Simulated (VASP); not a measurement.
Ca3SiSe: relaxation of cell and atoms with PBE

Crystal: Ca3SiSe.

```
Ca Si Se
1.0
     6.71602    0.00000    0.00000
    -3.35801    5.81625    0.00000
     0.00000    0.00000    4.76710
Ca Si Se
3 1 1
Direct
  0.50000 0.00000 0.00000
  0.00000 0.50000 0.00000
  0.50000 0.50000 0.00000
  0.00000 0.00000 0.50000
  0.00000 0.00000 0.00000
```

| Item | Value |
| --- | --- |
| Program | VASP 6.6.1 |
| Task | relaxation of cell and atoms |
| Functional | PBE |
| Potentials or basis | VASP PAW PBE potentials, release 64 (Ca_sv, Si, Se) |
| Cutoff | 600 eV |
| k mesh | 9 × 9 × 8 |
| Occupations | gaussian, width 0.1 eV |
| Spin | no spin polarisation |
| Dipole correction | no |
| Further INCAR settings | ALGO = Normal; EDIFF = 1e-06; IBRION = 2; EDIFFG = -0.01; NSW = 100; ISIF = 3 |

The relaxed volume is 38.65 Å³/atom. The relaxed cell is a = 6.784 Å, b = 6.784 Å, c = 4.848 Å, α = 90.00°, β = 90.00°, γ = 120.00°, the space group after relaxing (to 0.05 Å) is P6/mmm (No. 191) and the energy gained by relaxing is 3.7 meV/atom. The ionic steps are 6. The pressure after relaxing is 0.0 GPa. The band gap on the k mesh is zero (band 20 reaches 2.86 eV, above the bottom of band 21 at 1.88 eV).

The path:
```
step  energy change (eV)  largest force (eV/Å)  pressure (GPa)  volume (Å³)
   1              0.0000                0.0000            0.77       186.21
   2             -0.0170                0.0000            0.21       191.07
   3             -0.0180                0.0000            0.04       192.66
   4             -0.0180                0.0000            0.06       192.53
   5             -0.0185                0.0000            0.02       192.98
   6             -0.0185                0.0000            0.01       193.25
```

Final structure:
```xyz
5
Lattice="6.7844 0.0000 0.0000 -3.3922 5.8754 0.0000 0.0000 0.0000 4.8480" Properties=species:S:1:pos:R:3 pbc="T T T"
Ca    3.3922    0.0000    0.0000
Ca   -1.6961    2.9377    0.0000
Ca    1.6961    2.9377    0.0000
Si    0.0000    0.0000    2.4240
Se    0.0000    0.0000    0.0000
```

Levels at points of the mesh, in eV from the Fermi level:
| k point | band 16 | band 17 | band 18 | band 19 | band 20 | band 21 | band 22 | band 23 | band 24 |
| --- | --- | --- | --- | --- | --- | --- | --- | --- | --- |
| (0.00, 0.00, 0.00) | -4.23 | -4.23 | -2.59 | -0.13 | -0.13 | 0.56 | 0.81 | 1.07 | 1.23 |
| (0.00, 0.00, 0.50) | -3.75 | -1.88 | -1.17 | -1.17 | -0.37 | 0.16 | 0.29 | 0.29 | 1.17 |

It took 44 min on 1 thread of AMD EPYC 7R13 Processor (Zen 3) (shared host), peak memory 0.56 GiB.
